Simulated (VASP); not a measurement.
Input of a VASP 6.6.1 run:

POSCAR

```
Mo
1.0
    2.5919480100      0.0000000000      0.0000000000
    0.0000000000      2.5919480100      0.0000000000
    0.0000000000      0.0000000000      2.5919480100
Mo
1
Direct
    0.0000000000      0.0000000000      0.0000000000
```

File INCAR.step1:

```
PREC = Accurate ; ENCUT = 520
ISMEAR = -1 ; SIGMA = 0.1
LREAL = F ; LASPH = T
NELM = 80 ; NBANDS = 13
GGA = PE ; ALGO = Normal
EDIFF = 1E-4 ; LWAVE = T
LCHARG = F
```

The input INCAR.step2:

```
PREC = Accurate ; ENCUT = 520
EDIFF = 1E-6 ; ISMEAR = -1
SIGMA = 0.1 ; LREAL = F
LASPH = T ; NELM = 80
ALGO = Normal ; ISIF = 2
LWAVE = F ; LCHARG = T
METAGGA = R2SCAN ; LMIXTAU = T
LELF = T ; LVHAR = T
NBANDS = 13 ; ISTART = 1
```

The input KPOINTS:

```
regular mesh
0
Gamma
  6 6 6
```

Potentials or basis: VASP PAW PBE potentials, release 64 (Mo_sv).

Run with:

```console
$ cat potpaw_PBE.64/Mo_sv/POTCAR > POTCAR
$ cp INCAR.step1 INCAR
$ mpirun -np 1 vasp_std > vasp.out
$ cp INCAR.step2 INCAR
$ mpirun -np 1 vasp_std > vasp.out
```

Task: Predict the band gap on the k mesh.

Result: Zero (bands 7 and 8 overlap by 2.24 eV).

Task: What does it give for the pressure?

Result: -0.9 GPa.

Caveat: the k points lie up to 0.40 Å⁻¹ apart, too coarse for converged energies and pressures of a metal; the PAW data sets were made with another functional, which shifts forces and pressure a little.
